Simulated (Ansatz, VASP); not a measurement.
## Si2N: VASP beside Ansatz

Contents of INCAR:

```
SYSTEM = Si2N
PREC     = Accurate       ! precision mode
ENCUT    = 600            ! plane-wave cutoff, eV
EDIFF    = 1E-6           ! SCF threshold, eV
ISMEAR   = 0              ! smearing method
SIGMA    = 0.1            ! smearing width, eV
LREAL    = .False.        ! projectors in reciprocal space
LASPH    = .True.         ! aspherical terms in the spheres
NELM     = 80             ! most SCF steps
ALGO     = Normal         ! electronic algorithm
ISIF     = 3              ! what is computed and relaxed
LWAVE    = .False.        ! write WAVECAR
LCHARG   = .False.        ! write CHGCAR
GGA      = PE             ! functional
IBRION   = 2              ! ionic algorithm
NSW      = 90             ! ionic steps
EDIFFG   = -0.04          ! ionic threshold
```

The input KPOINTS:

```
regular mesh
0
Gamma
  6 6 4
  0 0 0
```

POSCAR

```
Si2N
1.0
    1.9851968083     -2.0561806806      0.0000000000
    1.9851968083      2.0561806806      0.0000000000
    0.0000000000      0.0000000000      4.1656748183
Si N
2 1
Direct
    0.5000000000      0.0000000000      0.3041064453
    0.0000000000      0.5000000000      0.6958935547
    0.0000000000      0.0000000000      0.0000000000
```

Input for Ansatz:

```yaml
crystal:
  lattice:
    - [1.9851968083, -2.0561806806, 0.0]
    - [1.9851968083, 2.0561806806, 0.0]
    - [0.0, 0.0, 4.1656748183]
  atoms:
    - { symbol: Si, position: [0.5, 0.0, 0.3041064453] }
    - { symbol: Si, position: [0.0, 0.5, 0.6958935547] }
    - { symbol: "N", position: [0.0, 0.0, 0.0] }
basis:
  ecutwfc: 420
kpoints:
  mp_grid: { grid: [6, 6, 4] }
hamiltonian:
  xc: pbe
scf:
  occupations: { method: gaussian, width: 0.1 }
  lower_state_search: "off"
output:
  forces: true
  stress: true
  eigenvalues: true
relax:
  adjacent_minimum: "off"
  f_tol: 0.04
  max_steps: 70
  cell: { stress_tol: 0.4 }
```

Alike in both runs: task relaxation of cell and atoms; functional PBE; k mesh 6 × 6 × 4; occupations gaussian, width 0.1 eV; no spin polarisation.

|  | VASP | Ansatz |
| --- | --- | --- |
| version | VASP 6.6.1 | Ansatz 0.2.0 |
| potentials or method | VASP PAW PBE potentials, release 64 (Si, N), cutoff 600 eV | scalar-relativistic, plane waves, PAW |
| valence electrons in the cell | 13 | 13 |

```csv
,VASP,Ansatz,Ansatz less VASP
"gap on the k mesh at the Fermi level, each at its own relaxed structure (eV)",none,none,-
relaxed volume (Å³/atom),12.80,12.90,+0.103
relaxed length of the cell vector where the two differ most in proportion (Å),5.087,5.132,+0.0455
```

A gap of «none» marks a metal or a gap that the smearing closes.

The k mesh is coarse, so the values compare programs but aren't converged.
